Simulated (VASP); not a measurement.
Here is a VASP 6.6.1 calculation.

The input POSCAR:

```
Mn
1.0
    0.0000000000      2.0548411635      2.0548411635
    2.0548411635      0.0000000000      2.0548411635
    2.0548411635      2.0548411635      0.0000000000
Mn
1
Direct
    0.0000000000      0.0000000000      0.0000000000
```

Contents of INCAR.step1:

```
ALGO = Normal
EDIFF = 1E-4
ENCUT = 520
GGA = PE
ISMEAR = -1
ISPIN = 2
LASPH = T
LCHARG = F
LMAXMIX = 4
LREAL = F
LWAVE = T
MAGMOM = 3.802
NBANDS = 16
NELM = 150
PREC = Accurate
SIGMA = 0.05
```

INCAR.step2

```
ALGO = Normal
EDIFF = 1E-6
ENCUT = 520
ISIF = 2
ISMEAR = -1
ISPIN = 2
ISTART = 1
LASPH = T
LCHARG = F
LMAXMIX = 4
LMIXTAU = T
LORBIT = 11
LREAL = F
LWAVE = F
MAGMOM = 3.802
METAGGA = R2SCAN
NBANDS = 16
NELM = 150
PREC = Accurate
SIGMA = 0.05
```

The input KPOINTS:

```
k-points
0
Gamma
  15 15 15
```

Potentials or basis: VASP PAW PBE potentials, release 64 (Mn_pv).

The run is started by

```sh
$ cat potpaw_PBE.64/Mn_pv/POTCAR > POTCAR
$ cp INCAR.step1 INCAR
$ mpirun -np 1 vasp_std > vasp.out
$ cp INCAR.step2 INCAR
$ mpirun -np 1 vasp_std > vasp.out
```

Problem. What does it give for the net moment?

Solution. 3.98 μB per cell.

Problem. Estimate the pressure.

Solution. -7.2 GPa.

Caveat: the cell stands under tension; the PAW data sets were made with another functional, which shifts forces and pressure a little.
